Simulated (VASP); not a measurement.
# CaO (P1) in VASP: further runs

Runs on CaO. Level: PBE. Tasks: single point.

Program: VASP 6.6.1. These are calculated values, not measurements. Logs are shortened: lines on timing, memory, paths and dates and some standing lists are left out, and cuts for length are marked.

## (1) The cell of the first run

The typed cell holds 16 atoms: a = 6.433 Å, b = 6.433 Å, c = 7.137 Å, α = 90.00°, β = 90.00°, γ = 100.32°.

## (2) Single point, PBE

File INCAR:

```
SYSTEM = CaO
PREC = Accurate
ENCUT = 520
EDIFF = 1E-6
ISMEAR = -1
SIGMA = 0.2241
LREAL = Auto
LASPH = .TRUE.
NELM = 100
ALGO = Normal
ISIF = 2
LWAVE = .FALSE.
LCHARG = .FALSE.
GGA = PE
NBANDS = 78
```

File KPOINTS:

```
Automatic mesh
0
Gamma
  2 2 2
  0.5 0.5 0.5
```

File POSCAR:

```
CaO
1.0
    4.1208372650      0.0000000000     -4.9392951980
    4.1208372650      0.0000000000      4.9392951980
   -0.0000000001     -7.1374995127      0.0000000000
Ca O
8 8
Direct
    0.8367227890      0.5988607150      0.1430856840
    0.6170832562      0.4053269311      0.7007961249
    0.3674984616      0.1179409943      0.1564175238
    0.0817713014      0.8152231108      0.6360063482
    0.3587590525      0.6028050048      0.3510000940
    0.1262756801      0.3667743651      0.8274558884
    0.9252697964      0.1654830557      0.3580480805
    0.5885454920      0.9311891147      0.8290214226
    0.1749395868      0.3781853860      0.1611044593
    0.9147190994      0.0897592951      0.6770771741
    0.6781407983      0.9088267473      0.1560011315
    0.3864713293      0.6543933601      0.6705208164
    0.1561934293      0.8154275648      0.2840239774
    0.8822526544      0.5959804347      0.8228610019
    0.6614374170      0.4004880410      0.3888668567
    0.3915245714      0.1479128917      0.8349571148
```

Potentials or basis: VASP PAW PBE potentials, release 64 (Ca_sv, O).

Command:

```
cat potpaw_PBE.64/Ca_sv/POTCAR potpaw_PBE.64/O/POTCAR > POTCAR
mpirun -np 1 vasp_std > vasp.out
```

OUTCAR:

```text
SYSTEM = CaO
   PREC = Accurate
   ENCUT = 520
   EDIFF = 1E-6
   ISMEAR = -1
   LREAL = Auto
   LASPH = .TRUE.
   NELM = 100
   ISIF = 2
   GGA = PE

 ion  position               nearest neighbor table
   1  0.837  0.599  0.143-  14 2.30  15 2.34  11 2.40  13 2.48
   2  0.617  0.405  0.701-  14 2.10  16 2.21  15 2.25  12 2.38   8 3.16
   3  0.367  0.118  0.156-   9 2.25  16 2.31  13 2.35   8 3.09
   4  0.082  0.815  0.636-  14 2.18  10 2.24  12 2.39  13 2.56   5 3.17
   5  0.359  0.603  0.351-  13 2.11   9 2.17  12 2.31  15 2.54   4 3.17
   6  0.126  0.367  0.827-  10 2.30  14 2.34  16 2.40   9 2.40  12 2.52
   7  0.925  0.165  0.358-  10 2.33   9 2.37  15 2.48  11 2.53
   8  0.589  0.931  0.829-  16 2.05  12 2.30  11 2.41  10 2.42   3 3.09   2 3.16
   9  0.175  0.378  0.161-   5 2.17   3 2.25   7 2.37   6 2.40
  10  0.915  0.090  0.677-   4 2.24   6 2.30   7 2.33   8 2.42
  11  0.678  0.909  0.156-   1 2.40   8 2.41   7 2.53
  12  0.386  0.654  0.671-   8 2.30   5 2.31   2 2.38   4 2.39   6 2.52
  13  0.156  0.815  0.284-   5 2.11   3 2.35   1 2.48   4 2.56
  14  0.882  0.596  0.823-   2 2.10   4 2.18   1 2.30   6 2.34
  15  0.661  0.400  0.389-   2 2.25   1 2.34   7 2.48   5 2.54
  16  0.392  0.148  0.835-   8 2.05   2 2.21   3 2.31   6 2.40

  LATTYP: Found a base centered orthorhombic cell.
 ALAT       =     8.2416745300
 B/A-ratio  =     1.1986144757
 C/A-ratio  =     0.8660254038

  Lattice vectors:

 A1 = (   4.1208372650,   0.0000000000,  -4.9392951980)
 A2 = (   4.1208372650,   0.0000000000,   4.9392951980)
 A3 = (  -0.0000000001,  -7.1374995127,   0.0000000000)

Analysis of symmetry for initial positions (statically):
=====================================================================
 Subroutine PRICEL returns:
 Original cell was already a primitive cell.

 Routine SETGRP: Setting up the symmetry group for a
 base centered orthorhombic supercell.

 Subroutine GETGRP returns: Found  1 space group operations
 (whereof  1 operations were pure point group operations)
 out of a pool of  8 trial point group operations.

The static configuration has the point symmetry C_1 .

Analysis of symmetry for dynamics (positions and initial velocities):
=====================================================================
 Subroutine PRICEL returns:
 Original cell was already a primitive cell.

 Routine SETGRP: Setting up the symmetry group for a
 base centered orthorhombic supercell.

 Subroutine GETGRP returns: Found  1 space group operations
 (whereof  1 operations were pure point group operations)
 out of a pool of  8 trial point group operations.

The dynamic configuration has the point symmetry C_1 .

 Subroutine INISYM returns: Found  1 space group operations
 (whereof  1 operations are pure point group operations),
 and found     1 'primitive' translations

----------------------------------------------------------------------------------------

                                     Primitive cell

  volume of cell :     290.5538

  direct lattice vectors                    reciprocal lattice vectors
     4.120837265  0.000000000 -4.939295198     0.121334566 -0.000000000 -0.101229017
     4.120837265  0.000000000  4.939295198     0.121334566 -0.000000000  0.101229017
    -0.000000000 -7.137499513  0.000000000     0.000000000 -0.140105088  0.000000000

  length of vectors
     6.432568446  6.432568446  7.137499513     0.158017059  0.158017059  0.140105088

  position of ions in fractional coordinates (direct lattice)
     0.836722789  0.598860715  0.143085684
     0.617083256  0.405326931  0.700796125
     0.367498462  0.117940994  0.156417524
     0.081771301  0.815223111  0.636006348
     0.358759052  0.602805005  0.351000094
     0.126275680  0.366774365  0.827455888
[... 8 lines left out ...]
     0.661437417  0.400488041  0.388866857
     0.391524571  0.147912892  0.834957115

  ion indices of the primitive-cell ions
   primitive index   ion index
                 1           1
                 2           2
                 3           3
                 4           4
                 5           5
                 6           6
[... 8 lines left out ...]
                15          15
                16          16

----------------------------------------------------------------------------------------

 KPOINTS: Automatic mesh

Automatic generation of k-mesh.
 Grid dimensions read from file:
 generate k-points for:    2    2    2

 Generating k-lattice:

  Cartesian coordinates                     Fractional coordinates (reciprocal lattice)
     0.060667283 -0.000000000 -0.050614509     0.500000000  0.000000000  0.000000000
     0.060667283 -0.000000000  0.050614509     0.000000000  0.500000000  0.000000000
     0.000000000 -0.070052544  0.000000000     0.000000000  0.000000000  0.500000000

  Length of vectors
     0.079008529  0.079008529  0.070052544

  Shift w.r.t. Gamma in fractional coordinates (k-lattice)
     0.500000000  0.500000000  0.500000000

 Subroutine IBZKPT returns following result:
 ===========================================

 Found      4 irreducible k-points:

 Following reciprocal coordinates:
            Coordinates               Weight
  0.250000  0.250000  0.250000      2.000000
 -0.250000 -0.250000  0.250000      2.000000
 -0.250000  0.250000  0.250000      2.000000
  0.250000 -0.250000  0.250000      2.000000
   k-points           NKPTS =      4   k-points in BZ     NKDIM =      4   number of bands    NBANDS=     78
   number of dos      NEDOS =    301   number of ions     NIONS =     16
   total plane-waves  NPLWV = 124416
   dimension x,y,z NGX =    48 NGY =   48 NGZ =   54
   dimension x,y,z NGXF=    96 NGYF=   96 NGZF=  108
   ions per type =               8   8
   NGX,Y,Z   is equivalent  to a cutoff of  12.41, 12.41, 12.58 a.u.
   NGXF,Y,Z  is equivalent  to a cutoff of  24.81, 24.81, 25.16 a.u.
 SYSTEM =  CaO
   PREC   = accura    normal or accurate (medium, high low for compatibility)
   ISTART =      0    job   : 0-new  1-cont  2-samecut
   ICHARG =      2    charge: 1-file 2-atom 10-const
   ISPIN  =      1    spin polarized calculation?
   LNONCOLLINEAR =      F non collinear calculations
   LSORBIT =      F    spin-orbit coupling
   LASPH  =      T    aspherical Exc in radial PAW
   ENCUT  =  520.0 eV  38.22 Ry    6.18 a.u.  11.96 11.96 13.27*2*pi/ulx,y,z
   NELM   =    100;   NELMIN=  2; NELMDL= -5     # of ELM steps
   EDIFF  = 0.1E-05   stopping-criterion for ELM
   LREAL  =      T    real-space projection
   EDIFFG = 0.1E-04   stopping-criterion for IOM
   NSW    =      0    number of steps for IOM
   IBRION =     -1    ionic relax: 0-MD 1-quasi-New 2-CG
   NFREE  =      0    steps in history (QN), initial steepest desc. (CG)
   ISIF   =      2    stress and relaxation
   ISYM   =      2    0-nonsym 1-usesym 2-fastsym
   POTIM  = 0.5000    time-step for ionic-motion
   TEBEG  =    0.0;   TEEND  =   0.0 temperature during run
   PSTRESS=    0.0 pullay stress
   NELECT =     128.0000    total number of electrons
   NUPDOWN=      -1.0000    fix difference up-down
   EMIN   =  10.00;   EMAX   =-10.00  energy-range for DOS
   EFERMI =   0.00;   METHOD = LEGACY
   ISMEAR =    -1;   SIGMA  =   0.22  broadening in eV -4-tet -1-fermi 0-gaus
   EFERMI_NEDOS =   21; number of points for ismear=-14 and -15
   IALGO  =     38    algorithm
   IMIX   =      4    mixing-type and parameters
     AMIX     =   0.40;   BMIX     =  1.00
     AMIX_MAG =   1.60;   BMIX_MAG =  1.00
  volume/ion in A,a.u.               =      18.16       122.55
  Fermi-wavevector in a.u.,A,eV,Ry     =   1.245669  2.353973 21.112040  1.551691
  Thomas-Fermi vector in A             =   2.379881
   LORBIT       =      0    0 simple, 1 ext, 2 COOP (PROOUT), +10 PAW based schemes
   GGA     = PE    functional components
   LHFCALC =     F    Hartree Fock is set to
   AEXX    =    0.0000 exact exchange contribution
   IVDW    =     0    specifies the selected vdW correction
   LEPSILON=     F    determine dielectric tensor
   LRPA    =     F    only Hartree local field effects (RPA)
 non-spin polarized calculation
  energy-cutoff  :      520.00
  volume of cell :      290.55
 maximum number of plane-waves:      7824
   NGX = 23   NGY = 23   NGZ = 27

 number of electron     127.9999999 magnetization

 Free energy of the ion-electron system (eV)
  ---------------------------------------------------
  ext. energy  EPLUGINS =         0.00000000
  ---------------------------------------------------
  free energy    TOTEN  =       -97.61499199 eV

  energy without entropy =      -97.60742122  energy(sigma->0) =      -97.61120661

 E-fermi :   2.6972     XC(G=0):  -8.9560

 val. band max:        0.9969085539   @ k =   0.2500   0.2500   0.2500
 cond. band min:       4.1719491408   @ k =  -0.2500   0.2500   0.2500
 fundamental gap:      3.1750405869
 Fermi energy:         2.6971850953

 k-point     1 :       0.2500    0.2500    0.2500
  band No.  band energies     occupation
      1     -37.6738      2.00000
      2     -37.3409      2.00000
      3     -37.2769      2.00000
      4     -37.2419      2.00000
      5     -37.2039      2.00000
      6     -36.7576      2.00000
[... 68 lines left out ...]
     75       7.1752      0.00000
     76       7.3535      0.00000

 k-point     2 :      -0.2500   -0.2500    0.2500
  band No.  band energies     occupation
      1     -37.6737      2.00000
      2     -37.3409      2.00000
      3     -37.2770      2.00000
      4     -37.2418      2.00000
      5     -37.2039      2.00000
      6     -36.7576      2.00000
[... 68 lines left out ...]
     75       7.1366      0.00000
     76       7.3579      0.00000

 k-point     3 :      -0.2500    0.2500    0.2500
  band No.  band energies     occupation
      1     -37.6738      2.00000
      2     -37.3409      2.00000
      3     -37.2769      2.00000
      4     -37.2420      2.00000
      5     -37.2039      2.00000
      6     -36.7575      2.00000
[... 68 lines left out ...]
     75       7.0120      0.00000
     76       7.1741      0.00000

 k-point     4 :       0.2500   -0.2500    0.2500
  band No.  band energies     occupation
      1     -37.6738      2.00000
      2     -37.3409      2.00000
      3     -37.2771      2.00000
      4     -37.2417      2.00000
      5     -37.2039      2.00000
      6     -36.7575      2.00000
[... 68 lines left out ...]
     75       6.9381      0.00000
     76       7.2104      0.00000
 [bands above 76 left out]

------------------------ aborting loop because EDIFF is reached ----------------------------------------

  FORCE on cell =-STRESS in cart. coord.  units (eV):
  Direction    XX          YY          ZZ          XY          YZ          ZX
  --------------------------------------------------------------------------------------
  -------------------------------------------------------------------------------------
  Total       -4.2417000     -4.6923252      1.7081838      0.6737111     -0.8078473      0.8185468
  in kB      -23.3896649    -25.8745111      9.4193006      3.7149910     -4.4546476      4.5136467
  external PRESSURE =     -13.2816251 kB  Pullay stress =       0.0000000 kB

 VOLUME and BASIS-vectors are now :
 -----------------------------------------------------------------------------
  energy-cutoff  :      520.00
  volume of cell :      290.55
      direct lattice vectors                 reciprocal lattice vectors
     4.120837265  0.000000000 -4.939295198     0.121334566 -0.000000000 -0.101229017
     4.120837265  0.000000000  4.939295198     0.121334566 -0.000000000  0.101229017
    -0.000000000 -7.137499513  0.000000000     0.000000000 -0.140105088  0.000000000

 POSITION                                       TOTAL-FORCE (eV/Angst)
 -----------------------------------------------------------------------------------
      5.91581     -1.02127     -1.17487         1.961008     -0.628086      0.547750
      4.21319     -5.00193     -1.04593        -0.163212      1.529504      0.439437
      2.00042     -1.11643     -1.23264        -0.090050     -0.567314     -1.174558
      3.69637     -4.53950      3.62274         0.816113     -0.143972      0.316969
      3.96245     -2.50526      1.20542         1.714685      0.361073     -0.972854
      2.03178     -5.90597      1.18789        -0.024690     -0.597113     -0.502007
[... 8 lines left out ...]
      4.37602     -2.77554     -1.28891        -0.196486      1.114389     -0.366395
      2.22293     -5.95951     -1.20327        -0.176537     -0.456085      1.450292
 -----------------------------------------------------------------------------------
    total drift:                                0.000719      0.002146      0.010380

  FREE ENERGIE OF THE ION-ELECTRON SYSTEM (eV)
  ---------------------------------------------------
  free  energy   TOTEN  =       -97.6149919928 eV

  energy  without entropy=      -97.6074212176  energy(sigma->0) =      -97.61120661
```

Wall time 2.6 min (1 thread of Intel Xeon Platinum 8259CL at 2.50GHz (Skylake/Cascade Lake), shared host); peak memory 0.37 GiB.

What came out:

```yaml
Free_energy: -97.6150 eV
Pressure: -1.3 GPa
Largest_force: 3.144 eV/Å
Band_gap_on_the_k_mesh: 3.17 eV (least direct gap 3.19 eV)
```

Forces on the atoms (eV/Å):
```
Ca   1.961 -0.628  0.548
Ca  -0.163  1.530  0.439
Ca  -0.090 -0.567 -1.175
Ca   0.816 -0.144  0.317
Ca   1.715  0.361 -0.973
Ca  -0.025 -0.597 -0.502
Ca  -1.782  0.639  0.641
Ca   0.089  0.019 -3.143
O   -1.544  0.019 -0.020
O    0.190  0.550  0.748
O   -0.346  0.041  0.418
O   -1.015 -0.304  0.073
O    0.283 -0.778  2.089
O    0.285 -0.798 -0.546
O   -0.196  1.114 -0.366
O   -0.177 -0.456  1.450
```

Levels at points of the mesh, in eV from the valence-band top:
```csv
k point,band 60,band 61,band 62,band 63,band 64,band 65,band 66,band 67,band 68,band 69
"(0.25, 0.25, 0.25)",-0.57,-0.54,-0.37,-0.19,0.00,3.48,3.78,4.18,4.67,4.78
```

Caveat: the atoms stand as in a frame of molecular dynamics; a shifted mesh leaves out Γ, where band edges can lie; forces of over 1 eV/Å act on the atoms, so gaps and moduli don't describe the material at rest.

[end of part 1 of 2]
